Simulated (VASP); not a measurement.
Li15CaNb16O48 (a cell with a defect), 80 atoms in the cell. The cell holds a defect, 80 atoms: a = 11.101 Å, b = 11.101 Å, c = 11.101 Å, α = 55.75°, β = 55.75°, γ = 55.75°. 

| Item | Value |
| --- | --- |
| Program | VASP 6.6.1 |
| Task | single point |
| Functional | PBE |
| Potentials or basis | VASP PAW PBE potentials, release 64 (Li_sv, Nb_sv, O, Ca_sv) |
| Cutoff | 520 eV |
| k mesh | 1 × 1 × 1 |
| Occupations | gaussian, width 0.01 eV |
| Spin | collinear spin |
| Fixed moment | 2 μB |
| Dipole correction | no |
| Charge | -1 |
| Further INCAR settings | LREAL = Auto; ALGO = Normal; EDIFF = 1e-07; NBANDS = 326; NELECT = 552.0 |

Potentials or basis: VASP PAW PBE potentials, release 64 (Li_sv, Nb_sv, O, Ca_sv).

Command:

```bash
$ cat potpaw_PBE.64/Li_sv/POTCAR potpaw_PBE.64/Nb_sv/POTCAR potpaw_PBE.64/O/POTCAR potpaw_PBE.64/Ca_sv/POTCAR > POTCAR
$ mpirun -np 4 vasp_gam > vasp.out
```

Hardware: 4 MPI ranks on AMD EPYC 7R43 64-Core Processor (Zen 3), with other jobs on the host.

How long does it take, and how much memory?

It took 13 min on 4 MPI ranks on AMD EPYC 7R43 64-Core Processor (Zen 3) (shared host), peak memory 0.49 GiB a rank. Counts: scf iterations 21, k points 1.
